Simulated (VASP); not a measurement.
Set up this calculation in VASP 6.6.1, as the native input.

| Quantity | Value |
| --- | --- |
| Task | single point |
| Functional | PBE |
| Potentials or basis | VASP PAW PBE potentials, release 64 (Hf_pv, Ru_pv) |
| Cutoff | 520 eV |
| k mesh | 4 × 4 × 4 |
| Occupations | gaussian, width 0.1 eV |
| Spin | collinear spin, ferromagnetic start |
| Starting moments | [0.0, 1.0, 1.0, 1.0, 1.0, 1.0] μB |
| Dipole correction | no |
| Further INCAR settings | ALGO = Normal; EDIFF = 1e-06; NBANDS = 53 |

The structure of HfRu5 lies in POSCAR:

```
HfRu5
1.0
    0.0000000000      3.5965513368      3.5965513368
    3.5965513368      0.0000000000      3.5965513368
    3.5965513368      3.5965513368      0.0000000000
Hf Ru
1 5
Direct
    0.0000000000      0.0000000000      0.0000000000
    0.3752578515      0.8742264454      0.3752578515
    0.3752578515      0.3752578515      0.3752578515
    0.8742264454      0.3752578515      0.3752578515
    0.3752578515      0.3752578515      0.8742264454
    0.7500000000      0.7500000000      0.7500000000
```

The cell was generated, and may not be a known phase.

These files were run (other wordings do the same):

INCAR

```
ALGO     = Normal         # electronic algorithm
EDIFF    = 1E-6           # SCF threshold, eV
ENCUT    = 520            # plane-wave cutoff, eV
GGA      = PE             # functional
ISIF     = 2              # what is computed and relaxed
ISMEAR   = 0              # smearing method
ISPIN    = 2              # spin polarisation
LASPH    = True           # aspherical terms in the spheres
LCHARG   = False          # write CHGCAR
LMAXMIX  = 4              # l up to which the mixer works
LORBIT   = 11             # projections on sites
LREAL    = False          # projectors in reciprocal space
LWAVE    = False          # write WAVECAR
MAGMOM   = 0 1 1 1 1 1    # initial moments
NBANDS   = 53             # bands
NELM     = 150            # most SCF steps
PREC     = Accurate       # precision mode
SIGMA    = 0.1            # smearing width, eV
```

KPOINTS

```
k-points
0
Gamma
  4 4 4
```

Potentials or basis: VASP PAW PBE potentials, release 64 (Hf_pv, Ru_pv).

Launch:

```bash
$ cat potpaw_PBE.64/Hf_pv/POTCAR potpaw_PBE.64/Ru_pv/POTCAR > POTCAR
$ mpirun -np 1 vasp_std > vasp.out
```

Results of the run:

```
Pressure                                              : -0.5 GPa
Largest force                                         : 0.011 eV/Å
Band gap on the k mesh                                : zero (filled and empty bands overlap)
Net moment                                            : 0.00 μB per cell
Valence electrons inside the program's atomic spheres : Hf 8.27; Ru 12.72, 12.35 (each value once)
```

Caveat: the k points lie up to 0.38 Å⁻¹ apart; spin-orbit coupling is left out, which moves the levels of the heavy elements.

Run time: 4.2 min on 1 thread of Intel Xeon 8259CL, with other jobs on the host, peak memory 0.27 GiB.
